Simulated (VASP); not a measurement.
A run of VASP 6.6.1:

File INCAR:

```
  PREC = Accurate
  ENCUT = 520
  EDIFF = 1E-6
  ISMEAR = -1
  SIGMA = 0.02
  LREAL = False
  LASPH = True
  NELM = 100
  ALGO = Normal
  ISIF = 2
  LWAVE = False
  LCHARG = True
  GGA = PE
  LELF = True
  LVHAR = True
  NBANDS = 46
```

The input KPOINTS:

```
Automatic mesh
0
Gamma
  12 12 4
```

File POSCAR:

```
SiGe5
1.0
    3.9843511560      0.0000000000      0.0000000000
   -1.9921755780      3.4505493187      0.0000000000
    0.0000000000      0.0000000000      9.7298408276
Si Ge
1 5
Direct
    0.0000000000      0.0000000000     -0.0000870755
    0.6666666667      0.3333333333      0.6680961541
    0.3333333333      0.6666666667      0.3315520194
    0.6666666667      0.3333333333      0.9207788613
    0.3333333333      0.6666666667      0.5833344106
    0.0000000000      0.0000000000      0.2463256302
```

Potentials or basis: VASP PAW PBE potentials, release 64 (Si, Ge_d).

The run is started by

```console
$ cat potpaw_PBE.64/Si/POTCAR potpaw_PBE.64/Ge_d/POTCAR > POTCAR
$ mpirun -np 1 vasp_std > vasp.out
```

Hardware: 1 thread of Oxide Virtual Turin-like Processor (shared host).

**Question.** Estimate the wall time of this run.

**Answer.** Wall time 5.5 min on 1 thread of Oxide Virtual Turin-like Processor, on a shared host, peak memory 0.41 GiB. Counts: scf iterations 14, k points 69.
